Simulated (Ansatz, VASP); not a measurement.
**HfB2, level by level in two programs**

```xyz
3
Lattice="3.1400 0.0000 0.0000 -1.5700 2.7193 0.0000 0.0000 0.0000 3.4800" Properties=species:S:1:pos:R:3 pbc="T T T"
Hf    0.0000    0.0000    0.0000
B     1.5700    0.9064    1.7400
B     0.0000    1.8129    1.7400
```

Single points on this cell with VASP 6.6.1 and Ansatz 0.2.0. Each row is one pair of runs. Alike in all rows: spin: off; k mesh: 10 × 10 × 8; Ansatz's potentials, cutoff: Ansatz PAW, 420 eV.

| level | smearing | VASP's potentials, cutoff | gap on the k mesh at the Fermi level (eV), VASP | gap on the k mesh at the Fermi level (eV), Ansatz | pressure (GPa), VASP | pressure (GPa), Ansatz |
| --- | --- | --- | --- | --- | --- | --- |
| RPBE | gaussian, width 0.05 eV | VASP PAW PBE potentials, release 64 (Hf_pv, B), 520 eV | ? | none | ? | 5.6 |
| PBE | gaussian, width 0.05 eV | VASP PAW PBE potentials, release 64 (Hf, B), 500 eV | none | none | 1.1 | 1.4 |
| LDA | fermi-dirac, width 0.05 eV | VASP PAW LDA potentials, release 64 (Hf_pv, B), 520 eV | none | none | -9.7 | -10.1 |
| LDA+U (Hf d U = 2 eV) | fermi-dirac, width 0.05 eV | VASP PAW LDA potentials, release 64 (Hf_pv, B), 520 eV | none | none | -4.1 | -8.3 |
| LDA+U (Hf d U = 3 eV) | fermi-dirac, width 0.05 eV | VASP PAW LDA potentials, release 64 (Hf_pv, B), 520 eV | none | none | -1.2 | -7.3 |
| LDA+U (Hf d U = 4 eV) | fermi-dirac, width 0.05 eV | VASP PAW LDA potentials, release 64 (Hf_pv, B), 520 eV | none | none | 1.8 | -6.2 |
| LDA+U (Hf d U = 5 eV) | fermi-dirac, width 0.05 eV | VASP PAW LDA potentials, release 64 (Hf_pv, B), 520 eV | none | none | 4.8 | -5.1 |
| LDA+U (Hf d U = 6 eV) | fermi-dirac, width 0.05 eV | VASP PAW LDA potentials, release 64 (Hf_pv, B), 520 eV | none | none | 7.9 | -3.9 |

Task: Fill in what VASP gave in row 1.

Result: gap on the k mesh at the Fermi level (eV): none; pressure (GPa): 5.1.

VASP's potentials hold 16 valence electrons a cell and Ansatz's 32; VASP's potentials hold 10 valence electrons a cell and Ansatz's 32, so a difference there can come from the potentials and not from the codes.

A gap of «none» marks a metal or a gap that the smearing closes.

Spin-orbit coupling is off throughout.
